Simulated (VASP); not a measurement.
# Sc3Ru (Im-3m) in VASP: single point with PBE

Aim: the single point of Sc3Ru with PBE.

Program: VASP 6.6.1. These are calculated values, not measurements. Logs are shortened: lines on timing, memory, paths and dates and some standing lists are left out, and cuts for length are marked.

## Step 1: The cell of the first run

The structure is cubic, space group Im-3m (No. 229). The conventional cell has a = 5.432 Å, b = 5.432 Å, c = 5.432 Å, α = 90.00°, β = 90.00°, γ = 90.00°. Sc (site symmetry 4/mmm) has 4 Sc at 2.72 Å and 2 Ru at 2.72 Å within 3.6 Å. Within 3.6 Å of Ru (site symmetry m-3m) lie 6 Sc at 2.72 Å.

## Step 2: Single point, PBE

INCAR

```
ALGO = Fast
EDIFF = 1E-6
ENCUT = 520
GGA = PE
ISIF = 2
ISMEAR = 0
LASPH = True
LCHARG = False
LREAL = False
LWAVE = False
NBANDS = 32
NELM = 60
PREC = Accurate
SIGMA = 0.1
```

KPOINTS

```
k-points
0
Gamma
  4 4 4
```

POSCAR

```
Sc3Ru
1.0
   -2.7157738300      2.7157738300      2.7157738300
    2.7157738300     -2.7157738300      2.7157738300
    2.7157738300      2.7157738300     -2.7157738300
Sc Ru
3 1
Direct
    0.0000000000      0.5000000000      0.5000000000
    0.5000000000      0.0000000000      0.5000000000
    0.5000000000      0.5000000000      0.0000000000
    0.0000000000      0.0000000000      0.0000000000
```

Potentials or basis: VASP PAW PBE potentials, release 64 (Sc_sv, Ru_pv).

The run is started by

```bash
> cat potpaw_PBE.64/Sc_sv/POTCAR potpaw_PBE.64/Ru_pv/POTCAR > POTCAR
> mpirun -np 1 vasp_std > vasp.out
```

OUTCAR:

```text
EDIFF = 1E-6
   ENCUT = 520
   GGA = PE
   ISIF = 2
   ISMEAR = 0
   LASPH = True
   LREAL = False
   NELM = 60
   PREC = Accurate

 ion  position               nearest neighbor table
   1  0.000  0.500  0.500-   2 2.72   3 2.72   4 2.72   4 2.72   3 2.72   2 2.72
   2  0.500  0.000  0.500-   1 2.72   3 2.72   4 2.72   3 2.72   4 2.72   1 2.72
   3  0.500  0.500  0.000-   1 2.72   2 2.72   4 2.72   2 2.72   1 2.72   4 2.72
   4  0.000  0.000  0.000-   1 2.72   2 2.72   3 2.72   1 2.72   2 2.72   3 2.72

  LATTYP: Found a body centered cubic cell.
 ALAT       =     5.4315476600

  Lattice vectors:

 A1 = (  -2.7157738300,   2.7157738300,   2.7157738300)
 A2 = (   2.7157738300,  -2.7157738300,   2.7157738300)
 A3 = (   2.7157738300,   2.7157738300,  -2.7157738300)

Analysis of symmetry for initial positions (statically):
=====================================================================
 Subroutine PRICEL returns:
 Original cell was already a primitive cell.

 Routine SETGRP: Setting up the symmetry group for a
 body centered cubic supercell.

 Subroutine GETGRP returns: Found 48 space group operations
 (whereof 48 operations were pure point group operations)
 out of a pool of 48 trial point group operations.

The static configuration has the point symmetry O_h .

Analysis of symmetry for dynamics (positions and initial velocities):
=====================================================================
 Subroutine PRICEL returns:
 Original cell was already a primitive cell.

 Routine SETGRP: Setting up the symmetry group for a
 body centered cubic supercell.

 Subroutine GETGRP returns: Found 48 space group operations
 (whereof 48 operations were pure point group operations)
 out of a pool of 48 trial point group operations.

The dynamic configuration has the point symmetry O_h .

 Subroutine INISYM returns: Found 48 space group operations
 (whereof 48 operations are pure point group operations),
 and found     1 'primitive' translations

----------------------------------------------------------------------------------------

                                     Primitive cell

  volume of cell :      80.1200

  direct lattice vectors                    reciprocal lattice vectors
    -2.715773830  2.715773830  2.715773830     0.000000000  0.184109588  0.184109588
     2.715773830 -2.715773830  2.715773830     0.184109588  0.000000000  0.184109588
     2.715773830  2.715773830 -2.715773830     0.184109588  0.184109588  0.000000000

  length of vectors
     4.703858255  4.703858255  4.703858255     0.260370276  0.260370276  0.260370276

  position of ions in fractional coordinates (direct lattice)
     0.000000000  0.500000000  0.500000000
     0.500000000  0.000000000  0.500000000
     0.500000000  0.500000000  0.000000000
     0.000000000  0.000000000  0.000000000

  ion indices of the primitive-cell ions
   primitive index   ion index
                 1           1
                 2           2
                 3           3
                 4           4

----------------------------------------------------------------------------------------

 KPOINTS: k-points

Automatic generation of k-mesh.
 Grid dimensions read from file:
 generate k-points for:    4    4    4

 Generating k-lattice:

  Cartesian coordinates                     Fractional coordinates (reciprocal lattice)
     0.000000000  0.046027397  0.046027397     0.250000000  0.000000000  0.000000000
     0.046027397  0.000000000  0.046027397     0.000000000  0.250000000  0.000000000
     0.046027397  0.046027397  0.000000000     0.000000000  0.000000000  0.250000000

  Length of vectors
     0.065092569  0.065092569  0.065092569

  Shift w.r.t. Gamma in fractional coordinates (k-lattice)
     0.000000000  0.000000000  0.000000000

 Subroutine IBZKPT returns following result:
 ===========================================

 Found      8 irreducible k-points:

 Following reciprocal coordinates:
            Coordinates               Weight
  0.000000  0.000000  0.000000      1.000000
  0.250000  0.000000  0.000000     12.000000
  0.500000  0.000000  0.000000      6.000000
  0.250000  0.250000  0.000000     24.000000
  0.250000  0.250000  0.250000      2.000000
 -0.250000  0.250000  0.250000      6.000000
  0.500000  0.500000  0.250000     12.000000
  0.500000  0.500000  0.500000      1.000000
   k-points           NKPTS =      8   k-points in BZ     NKDIM =      8   number of bands    NBANDS=     32
   number of dos      NEDOS =    301   number of ions     NIONS =      4
   total plane-waves  NPLWV =  46656
   dimension x,y,z NGX =    36 NGY =   36 NGZ =   36
   dimension x,y,z NGXF=    72 NGYF=   72 NGZF=   72
   ions per type =               3   1
   NGX,Y,Z   is equivalent  to a cutoff of  12.72, 12.72, 12.72 a.u.
   NGXF,Y,Z  is equivalent  to a cutoff of  25.45, 25.45, 25.45 a.u.
 SYSTEM =  unknown system
   PREC   = accura    normal or accurate (medium, high low for compatibility)
   ISTART =      0    job   : 0-new  1-cont  2-samecut
   ICHARG =      2    charge: 1-file 2-atom 10-const
   ISPIN  =      1    spin polarized calculation?
   LNONCOLLINEAR =      F non collinear calculations
   LSORBIT =      F    spin-orbit coupling
   LASPH  =      T    aspherical Exc in radial PAW
   ENCUT  =  520.0 eV  38.22 Ry    6.18 a.u.   8.75  8.75  8.75*2*pi/ulx,y,z
   NELM   =     60;   NELMIN=  2; NELMDL= -5     # of ELM steps
   EDIFF  = 0.1E-05   stopping-criterion for ELM
   LREAL  =      F    real-space projection
   EDIFFG = 0.1E-04   stopping-criterion for IOM
   NSW    =      0    number of steps for IOM
   IBRION =     -1    ionic relax: 0-MD 1-quasi-New 2-CG
   NFREE  =      0    steps in history (QN), initial steepest desc. (CG)
   ISIF   =      2    stress and relaxation
   ISYM   =      2    0-nonsym 1-usesym 2-fastsym
   POTIM  = 0.5000    time-step for ionic-motion
   TEBEG  =    0.0;   TEEND  =   0.0 temperature during run
   PSTRESS=    0.0 pullay stress
   NELECT =      47.0000    total number of electrons
   NUPDOWN=      -1.0000    fix difference up-down
   EMIN   =  10.00;   EMAX   =-10.00  energy-range for DOS
   EFERMI =   0.00;   METHOD = LEGACY
   ISMEAR =     0;   SIGMA  =   0.10  broadening in eV -4-tet -1-fermi 0-gaus
   EFERMI_NEDOS =   21; number of points for ismear=-14 and -15
   IALGO  =     68    algorithm
   IMIX   =      4    mixing-type and parameters
     AMIX     =   0.40;   BMIX     =  1.00
     AMIX_MAG =   1.60;   BMIX_MAG =  1.00
  volume/ion in A,a.u.               =      20.03       135.17
  Fermi-wavevector in a.u.,A,eV,Ry     =   1.370442  2.589759 25.553239  1.878110
  Thomas-Fermi vector in A             =   2.496227
   LORBIT       =      0    0 simple, 1 ext, 2 COOP (PROOUT), +10 PAW based schemes
   GGA     = PE    functional components
   LHFCALC =     F    Hartree Fock is set to
   AEXX    =    0.0000 exact exchange contribution
   IVDW    =     0    specifies the selected vdW correction
   LEPSILON=     F    determine dielectric tensor
   LRPA    =     F    only Hartree local field effects (RPA)
 non-spin polarized calculation
 RMM-DIIS sequential band-by-band and
 Gauss-broadening in eV      SIGMA  =   0.10
  energy-cutoff  :      520.00
  volume of cell :       80.12
 maximum number of plane-waves:      2214
 NGX is ok and might be reduce to    36
   NGX = 17   NGY = 17   NGZ = 17

 number of electron      47.0000006 magnetization

 Free energy of the ion-electron system (eV)
  ---------------------------------------------------
  ext. energy  EPLUGINS =         0.00000000
  ---------------------------------------------------
  free energy    TOTEN  =       -25.72970583 eV

  energy without entropy =      -25.71332268  energy(sigma->0) =      -25.72151426

 E-fermi :   5.5503     XC(G=0): -10.9164

 val. band max:        5.5464739599   @ k =   0.5000   0.5000   0.5000
 cond. band min:       5.6990348788   @ k =   0.2500   0.2500   0.0000
 fundamental gap:      0.1525609189
 Fermi energy:         5.5502563573

 k-point     1 :       0.0000    0.0000    0.0000
  band No.  band energies     occupation
      1     -43.7847      2.00000
      2     -43.5391      2.00000
      3     -43.5391      2.00000
      4     -36.2803      2.00000
      5     -36.2803      2.00000
      6     -36.2803      2.00000
[... 24 lines left out ...]
     31      10.5347      0.00000
     32      10.5349      0.00000

 k-point     2 :       0.2500    0.0000    0.0000
  band No.  band energies     occupation
      1     -43.7537      2.00000
      2     -43.5709      2.00000
      3     -43.5413      2.00000
      4     -36.2805      2.00000
      5     -36.2773      2.00000
      6     -36.2770      2.00000
[... 24 lines left out ...]
     31       8.5093      0.00000
     32       8.8708      0.00000

 k-point     3 :       0.5000    0.0000    0.0000
  band No.  band energies     occupation
      1     -43.7031      2.00000
      2     -43.6222      2.00000
      3     -43.5434      2.00000
      4     -36.2807      2.00000
      5     -36.2742      2.00000
      6     -36.2737      2.00000
[... 24 lines left out ...]
     31       7.9933      0.00000
     32       8.0553      0.00000

 k-point     4 :       0.2500    0.2500    0.0000
  band No.  band energies     occupation
      1     -43.7034      2.00000
      2     -43.6217      2.00000
      3     -43.5437      2.00000
      4     -36.2774      2.00000
      5     -36.2773      2.00000
      6     -36.2740      2.00000
[... 24 lines left out ...]
     31       8.1021      0.00000
     32       8.2245      0.00000

 k-point     5 :       0.2500    0.2500    0.2500
  band No.  band energies     occupation
      1     -43.6240      2.00000
      2     -43.6240      2.00000
      3     -43.6240      2.00000
      4     -36.2740      2.00000
      5     -36.2740      2.00000
      6     -36.2740      2.00000
[... 24 lines left out ...]
     31       7.6298      0.00000
     32       7.6358      0.00000

 k-point     6 :      -0.2500    0.2500    0.2500
  band No.  band energies     occupation
      1     -43.7359      2.00000
      2     -43.6194      2.00000
      3     -43.5102      2.00000
      4     -36.2807      2.00000
      5     -36.2807      2.00000
      6     -36.2740      2.00000
[... 24 lines left out ...]
     31       8.0832      0.00000
     32       8.6504      0.00000

 k-point     7 :       0.5000    0.5000    0.2500
  band No.  band energies     occupation
      1     -43.7007      2.00000
      2     -43.6693      2.00000
      3     -43.4953      2.00000
      4     -36.2810      2.00000
      5     -36.2777      2.00000
      6     -36.2775      2.00000
[... 24 lines left out ...]
     31       8.2989      0.00000
     32       8.6108      0.00000

 k-point     8 :       0.5000    0.5000    0.5000
  band No.  band energies     occupation
      1     -43.6983      2.00000
      2     -43.6983      2.00000
      3     -43.4653      2.00000
      4     -36.2812      2.00000
      5     -36.2812      2.00000
      6     -36.2812      2.00000
[... 24 lines left out ...]
     31       8.3936      0.00000
     32       8.3936      0.00000

------------------------ aborting loop because EDIFF is reached ----------------------------------------

  FORCE on cell =-STRESS in cart. coord.  units (eV):
  Direction    XX          YY          ZZ          XY          YZ          ZX
  --------------------------------------------------------------------------------------
  -------------------------------------------------------------------------------------
  Total        1.8922503      1.8922503      1.8922503     -0.0000000     -0.0000000      0.0000000
  in kB       37.8397611     37.8397611     37.8397611     -0.0000000     -0.0000000      0.0000000
  external PRESSURE =      37.8397611 kB  Pullay stress =       0.0000000 kB

 VOLUME and BASIS-vectors are now :
 -----------------------------------------------------------------------------
  energy-cutoff  :      520.00
  volume of cell :       80.12
      direct lattice vectors                 reciprocal lattice vectors
    -2.715773830  2.715773830  2.715773830     0.000000000  0.184109588  0.184109588
     2.715773830 -2.715773830  2.715773830     0.184109588  0.000000000  0.184109588
     2.715773830  2.715773830 -2.715773830     0.184109588  0.184109588  0.000000000

 POSITION                                       TOTAL-FORCE (eV/Angst)
 -----------------------------------------------------------------------------------
      2.71577      0.00000      0.00000        -0.000000      0.000000      0.000000
      0.00000      2.71577      0.00000         0.000000     -0.000000      0.000000
      0.00000      0.00000      2.71577         0.000000      0.000000     -0.000000
      0.00000      0.00000      0.00000        -0.000000      0.000000     -0.000000
 -----------------------------------------------------------------------------------
    total drift:                                0.000000      0.000000     -0.000000

  FREE ENERGIE OF THE ION-ELECTRON SYSTEM (eV)
  ---------------------------------------------------
  free  energy   TOTEN  =       -25.7297058317 eV

  energy  without entropy=      -25.7133226799  energy(sigma->0) =      -25.72151426
```

It took 22 s on 1 thread of Intel Xeon Platinum 8488C (Sapphire Rapids), shared host; peak memory 0.2 GiB.

Results:

```
Free energy : -25.7297 eV
Pressure    : 3.8 GPa
```

Caveat: the k points lie up to 0.41 Å⁻¹ apart.
